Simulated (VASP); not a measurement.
## MgO: single point with r2SCAN

The system is MgO.

```
Mg O
1.0
     2.62385    0.00000    0.00000
     0.00000    2.62385    0.00000
     0.00000    0.00000    2.62385
Mg O
1 1
Cartesian
  0.0000 0.0000 0.0000
  1.3119 1.3119 1.3119
```

* Program: VASP 6.6.1
* Task: single point
* Functional: r2SCAN
* Potentials or basis: VASP PAW PBE potentials, release 64 (Mg, O)
* Cutoff: 520 eV
* k mesh: 8 × 8 × 8
* Occupations: gaussian, width 0.05 eV
* Spin: no spin polarisation
* Dipole correction: no
* Further INCAR settings: ALGO = Normal; EDIFF = 1e-06; NBANDS = 11

```
Pressure               : -1.3 GPa
Band gap on the k mesh : 3.45 eV, indirect (least direct gap 4.50 eV)
```

Levels at points of the mesh, in eV from the valence-band top:
| k point | band 1 | band 2 | band 3 | band 4 | band 5 | band 6 | band 7 | band 8 | band 9 |
| --- | --- | --- | --- | --- | --- | --- | --- | --- | --- |
| (0.00, 0.00, 0.00) | -19.58 | -1.06 | -1.06 | -1.06 | 3.45 | 11.46 | 11.46 | 21.88 | 21.88 |
| (0.50, 0.00, 0.00) | -18.36 | -6.60 | -0.59 | -0.59 | 8.00 | 10.63 | 15.80 | 18.54 | 19.25 |
| (0.50, 0.50, 0.00) | -17.48 | -4.85 | -4.85 | 0.00 | 5.88 | 13.45 | 13.45 | 14.45 | 20.49 |
| (0.50, 0.50, 0.50) | -16.61 | -3.79 | -3.79 | -3.79 | 8.41 | 8.41 | 8.41 | 17.91 | 20.40 |

Wall time 16 s on 1 thread of Intel(R) Xeon(R) 6975P-C (Granite Rapids) (shared host), peak memory 0.12 GiB.

Caveat: the PAW data sets were made with another functional, which shifts forces and pressure a little. A k mesh can miss the band edges.
